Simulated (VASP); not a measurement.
Input of a VASP 6.6.1 run:

The input INCAR:

```
SYSTEM = TlAg2S2
PREC     = Accurate       ! precision mode
ENCUT    = 500            ! plane-wave cutoff, eV
EDIFF    = 1E-6           ! SCF threshold, eV
ISMEAR   = -1             ! smearing method
SIGMA    = 0.1            ! smearing width, eV
LREAL    = .False.        ! projectors in reciprocal space
LASPH    = .True.         ! aspherical terms in the spheres
NELM     = 120            ! most SCF steps
ALGO     = Normal         ! electronic algorithm
ISIF     = 2              ! what is computed and relaxed
LWAVE    = .False.        ! write WAVECAR
LCHARG   = .True.         ! write CHGCAR
GGA      = PE             ! functional
LELF     = .True.         ! ELF
LVHAR    = .True.       
NBANDS   = 58             ! bands
GGA_COMPAT= .False.
```

KPOINTS

```
regular mesh
0
Gamma
  5 3 3
  0 0 0
```

Contents of POSCAR:

```
TlAg2S2
1.0
    4.0623110000      0.0000000000      0.0000000000
    0.0000000000      8.0504030000      0.0000000000
   -1.9483180000      0.0000000000      6.3252630000
Ag Tl S
4 2 4
Direct
    0.6297000000      0.1511000000      0.4081000000
    0.3703000000      0.6511000000      0.0919000000
    0.3703000000      0.8489000000      0.5919000000
    0.6297000000      0.3489000000      0.9081000000
    0.0000000000      0.0000000000      0.0000000000
    0.0000000000      0.5000000000      0.5000000000
    0.2014000000      0.3705000000      0.2338000000
    0.7986000000      0.8705000000      0.2662000000
    0.7986000000      0.6295000000      0.7662000000
    0.2014000000      0.1295000000      0.7338000000
```

Potentials or basis: VASP PAW PBE potentials, release 64 (Ag, Tl_d, S).

Launch:

```console
$ cat potpaw_PBE.64/Ag/POTCAR potpaw_PBE.64/Tl_d/POTCAR potpaw_PBE.64/S/POTCAR > POTCAR
$ mpirun -np 1 vasp_std > vasp.out
```

Q: Predict the largest force.

A: 2.463 eV/Å.

Q: Estimate the band gap on the k mesh.

A: Zero (bands 47 and 48 overlap by 0.32 eV).

Q: Predict the pressure.

A: 7.3 GPa.

Stress tensor (GPa, compression positive):
```
 6.96  0.00 -7.56
 0.00  4.39  0.00
-7.56  0.00 10.49
```

Caveat: the stress differs along the axes, from 4 to 10 GPa; spin-orbit coupling is left out, which moves the levels of the heavy elements; forces of over 1 eV/Å act on the atoms, so gaps and moduli don't describe the material at rest.
